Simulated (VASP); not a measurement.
H3C2: relaxation of shape and atoms at fixed volume with PBE+D3(BJ)

H3C2:

```
H C
1.0
     3.40905   -3.18178    0.08122
     3.40905    3.18178    0.08122
    -0.65470    0.00000    4.15129
H C
6 4
Direct
  0.25535 0.25535 0.52693
  0.74465 0.74465 0.47307
  0.21782 0.49440 0.22402
  0.50560 0.78218 0.77598
  0.78218 0.50560 0.77598
  0.49440 0.21782 0.22402
  0.07968 0.07968 0.08073
  0.92032 0.92032 0.91927
  0.27088 0.27088 0.27270
  0.72912 0.72912 0.72730
```

| Quantity | Value |
| --- | --- |
| Program | VASP 6.6.1 |
| Task | relaxation of shape and atoms at fixed volume |
| Functional | PBE |
| Dispersion | D3(BJ) |
| Potentials or basis | VASP PAW PBE potentials, release 64 (H, C) |
| Cutoff | 600 eV |
| k mesh | 6 × 6 × 6 |
| Occupations | gaussian, width 0.02 eV |
| Spin | no spin polarisation |
| Dipole correction | no |
| Further INCAR settings | ALGO = Normal; EDIFF = 1e-06; IBRION = 2; EDIFFG = -0.01; NSW = 50; ISIF = 4 |

The energy gained by relaxing is 2.8 meV/atom. The ionic steps are 13 and the pressure after relaxing is 0.1 GPa. The largest force after relaxing is 0.010 eV/Å, the band gap on the k mesh is 4.70 eV (least direct gap 4.93 eV) and the dispersion energy per atom is -0.061 eV.

Forces in eV/Å, atoms in the order of the input:
```
H    0.004  0.000  0.002
H   -0.004  0.000 -0.002
H    0.005  0.002  0.000
H   -0.005  0.002  0.000
H   -0.005 -0.002  0.000
H    0.005 -0.002  0.000
C   -0.005  0.000 -0.003
C    0.005  0.000  0.003
C    0.004  0.000  0.009
C   -0.004  0.000 -0.009
```

The path:
```
step  energy change (eV)  largest force (eV/Å)  pressure (GPa)  volume (Å³)
   1              0.0000                0.7585            3.27        90.40
   2              0.2220                6.7504           -2.23        90.40
   3             -0.0087                0.6882            2.27        90.40
   4             -0.0255                0.1520           -0.85        90.40
   5             -0.0282                0.1657           -0.01        90.40
   6             -0.0244                0.9307            0.68        90.40
   7             -0.0283                0.0222            0.10        90.40
   8             -0.0284                0.0195            0.11        90.40
   9             -0.0284                0.0226            0.11        90.40
  10             -0.0285                0.0170            0.11        90.40
  11             -0.0285                0.0272            0.10        90.40
  12             -0.0284                0.1180            0.03        90.40
  13             -0.0285                0.0099            0.09        90.40
```

Final structure:
```
H C
1.0
     3.42009   -3.17222    0.09665
     3.42009    3.17222    0.09665
    -0.63795    0.00000    4.14792
H C
6 4
Direct
  0.25552 0.25552 0.53082
  0.74448 0.74448 0.46918
  0.21750 0.49786 0.22370
  0.50214 0.78250 0.77630
  0.78250 0.50214 0.77630
  0.49786 0.21750 0.22370
  0.07999 0.07999 0.08119
  0.92001 0.92001 0.91881
  0.27186 0.27186 0.27364
  0.72814 0.72814 0.72636
```

Levels at points of the mesh, in eV from the valence-band top:
```tsv
k point	band 8	band 9	band 10	band 11	band 12	band 13	band 14	band 15
(0.00, 0.00, 0.00)	-4.42	-4.31	-1.61	-1.33	4.70	5.54	6.28	8.26
(0.50, 0.00, 0.00)	-4.52	-4.45	-1.27	-0.40	4.82	5.45	6.61	7.16
(0.50, 0.50, 0.00)	-4.38	-4.04	-0.84	-0.08	4.84	6.02	7.16	7.26
(0.00, 0.00, 0.50)	-4.70	-4.53	-1.37	-0.60	5.17	5.88	7.09	7.75
(0.50, 0.00, 0.50)	-4.61	-4.22	-1.18	-0.19	5.42	6.50	7.35	8.15
(0.50, 0.50, 0.50)	-4.90	-4.70	-0.17	0.00	6.11	6.30	7.91	8.27
```

It took 5.1 min on 1 thread of Intel(R) Xeon(R) 6975P-C (Granite Rapids), on a shared host, peak memory 0.3 GiB.

A k mesh can miss the band edges.
